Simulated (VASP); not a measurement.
# CdF2: relaxation of cell and atoms with PBE

CdF2:

```
CELL_PARAMETERS angstrom
3.33715 0.05988 -0.00795
-1.61672 2.78629 0.07986
-0.02406 0.26509 10.34228
ATOMIC_POSITIONS crystal
Cd 0.32929 0.64854 0.24738
Cd 0.68718 0.34251 0.74276
F 0.32857 0.65380 0.62905
F 0.67125 0.35615 0.12917
F 0.34384 0.68222 0.87095
F 0.63986 0.31677 0.38070
```

```
Program                : VASP 6.6.1
Task                   : relaxation of cell and atoms
Functional             : PBE
Potentials or basis    : VASP PAW PBE potentials, release 64 (Cd, F)
Cutoff                 : 600 eV
k mesh                 : 6 × 6 × 2
Occupations            : gaussian, width 0.1 eV
Spin                   : no spin polarisation
Dipole correction      : no
Further INCAR settings : ALGO = Normal; EDIFF = 1e-07; IBRION = 2; EDIFFG = -0.015; NSW = 100; ISIF = 3
```

* Relaxed volume: 16.02 Å³/atom
* Relaxed cell: a = 3.365 Å, b = 3.368 Å, c = 9.794 Å, α = 90.06°, β = 89.97°, γ = 120.03°
* Space group after relaxing (to 0.1 Å): P6_3/mmc (No. 194)
* Energy gained by relaxing: 27.5 meV/atom
* Ionic steps: 27
* Pressure after relaxing: 0.0 GPa
* Largest force after relaxing: 0.014 eV/Å
* Band gap on the k mesh: 2.30 eV (least direct gap 2.48 eV)

Forces in eV/Å, atoms in the order of the input:
```
Cd  -0.002 -0.001 -0.014
Cd  -0.005 -0.005  0.011
F   -0.003 -0.004  0.004
F    0.004  0.005  0.001
F    0.001  0.007 -0.007
F    0.004 -0.002  0.005
```

The path:
| step | energy change (eV) | largest force (eV/Å) | pressure (GPa) | volume (Å³) |
| --- | --- | --- | --- | --- |
| 1 | 0.0000 | 0.8794 | 2.32 | 97.10 |
| 2 | -0.1158 | 0.4636 | -0.71 | 100.40 |
| 3 | -0.1222 | 0.4111 | -1.50 | 101.48 |
| 4 | -0.1472 | 0.1444 | 0.06 | 99.88 |
| 5 | -0.1472 | 0.1412 | 0.03 | 99.91 |
| 6 | -0.1512 | 0.0783 | -0.02 | 99.81 |
| 7 | -0.1540 | 0.1183 | -0.07 | 99.64 |
| 8 | -0.1565 | 0.0739 | -0.09 | 99.45 |
| 9 | -0.1581 | 0.1004 | -0.10 | 99.13 |
| 10 | -0.1599 | 0.0557 | 0.05 | 98.76 |
| 11 | -0.1602 | 0.0663 | 0.15 | 98.51 |
| 12 | -0.1612 | 0.0357 | -0.17 | 98.65 |
| 13 | -0.1612 | 0.0366 | -0.18 | 98.65 |
| 14 | -0.1618 | 0.0483 | -0.03 | 98.29 |
| 15 | -0.1619 | 0.0718 | 0.03 | 98.13 |
| 16 | -0.1626 | 0.0630 | 0.01 | 97.92 |
| 17 | -0.1639 | 0.0399 | -0.04 | 97.30 |
| 18 | -0.1632 | 0.1056 | -0.09 | 96.05 |
| 19 | -0.1642 | 0.0615 | -0.05 | 96.87 |
| 20 | -0.1648 | 0.0250 | 0.09 | 96.38 |
| 21 | -0.1648 | 0.0236 | 0.09 | 96.39 |
| 22 | -0.1649 | 0.0384 | -0.16 | 96.46 |
| 23 | -0.1649 | 0.0182 | -0.06 | 96.44 |
| 24 | -0.1651 | 0.0176 | -0.02 | 96.28 |
| 25 | -0.1651 | 0.0210 | 0.01 | 96.16 |
| 26 | -0.1652 | 0.0161 | -0.02 | 96.09 |
| 27 | -0.1652 | 0.0137 | -0.02 | 96.10 |

Final structure:
```yaml
crystal:
  lattice:
    - [3.36475, -0.00256, 0.00153]
    - [-1.68373, 2.91733, -0.00379]
    - [0.00130, 0.00154, 9.79399]
  atoms:
    - { symbol: Cd, position: [0.32828, 0.66488, 0.25140] }
    - { symbol: Cd, position: [0.67213, 0.33540, 0.74862] }
    - { symbol: F, position: [0.34079, 0.67108, 0.62141] }
    - { symbol: F, position: [0.65992, 0.32935, 0.12404] }
    - { symbol: F, position: [0.33684, 0.66610, 0.87602] }
    - { symbol: F, position: [0.66205, 0.33319, 0.37851] }
```

Levels at points of the mesh, in eV from the valence-band top:
```tsv
k point	band 22	band 23	band 24	band 25	band 26	band 27	band 28	band 29	band 30	band 31
(0.00, 0.00, 0.00)	-0.66	-0.65	-0.59	-0.58	-0.17	2.30	3.25	7.39	9.19	12.50
(0.50, 0.00, 0.00)	-1.39	-0.48	-0.38	-0.32	0.00	6.80	6.85	7.54	7.80	11.61
(0.00, 0.50, 0.00)	-1.39	-0.48	-0.36	-0.32	-0.01	6.80	6.83	7.55	7.79	11.58
(0.50, 0.50, 0.00)	-1.39	-0.48	-0.36	-0.32	-0.01	6.80	6.83	7.56	7.79	11.57
(0.00, 0.00, 0.50)	-0.60	-0.60	-0.60	-0.57	-0.55	2.77	2.80	8.16	8.16	14.15
(0.50, 0.00, 0.50)	-1.48	-0.40	-0.39	-0.20	-0.19	6.83	6.83	7.66	7.66	11.99
(0.00, 0.50, 0.50)	-1.48	-0.40	-0.39	-0.20	-0.19	6.82	6.82	7.66	7.67	11.98
(0.50, 0.50, 0.50)	-1.48	-0.40	-0.39	-0.20	-0.19	6.82	6.82	7.66	7.66	11.98
```

It took 21 min on 1 thread of Intel(R) Xeon(R) 6975P-C (Granite Rapids) (shared host), peak memory 0.32 GiB.

A k mesh can miss the band edges.
